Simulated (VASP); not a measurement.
Write the native input for VASP 6.6.1 that does the following.

```yaml
Task: single point
Functional: PBEsol
Dispersion: D4
Potentials_or_basis: VASP PAW PBE potentials, release 64 (Te, Sn_d)
Cutoff: 520 eV
k_mesh: 7 × 7 × 7
Occupations: fermi-dirac, width 0.05 eV
Spin: no spin polarisation
Dipole_correction: no
Further_INCAR_settings: ALGO = Normal; EDIFF = 1e-06; NBANDS = 17
```

The structure of SnTe lies in POSCAR:

```
SnTe
1.0
    0.0000000000      3.1082657258      3.1082657258
    3.1082657258      0.0000000000      3.1082657258
    3.1082657258      3.1082657258      0.0000000000
Te Sn
1 1
Direct
    0.5000000000      0.5000000000      0.5000000000
    0.0000000000      0.0000000000      0.0000000000
```

These files were run (other wordings do the same):

INCAR

```
SYSTEM = SnTe
PREC = Accurate
ENCUT = 520
EDIFF = 1E-6
ISMEAR = -1
SIGMA = 0.05
LREAL = .False.
LASPH = .True.
NELM = 60
ALGO = Normal
ISIF = 2
LWAVE = .False.
LCHARG = .False.
GGA = PS
IVDW = 13
NBANDS = 17
```

KPOINTS

```
Automatic mesh
0
Gamma
  7 7 7
  0 0 0
```

Potentials or basis: VASP PAW PBE potentials, release 64 (Te, Sn_d).

The run is started by

```bash
$ cat potpaw_PBE.64/Te/POTCAR potpaw_PBE.64/Sn_d/POTCAR > POTCAR
$ mpirun -np 1 vasp_std > vasp.out
```

It gave:

| Property | Result |
| --- | --- |
| Pressure | 0.3 GPa |
| Dispersion energy per atom | -0.263 eV |

Caveat: the PAW data sets were made with another functional, which shifts forces and pressure a little.

Run time: 22 s on 1 thread of AMD EPYC 7R43 64-Core Processor (Zen 3), with other jobs on the host, peak memory 0.17 GiB.
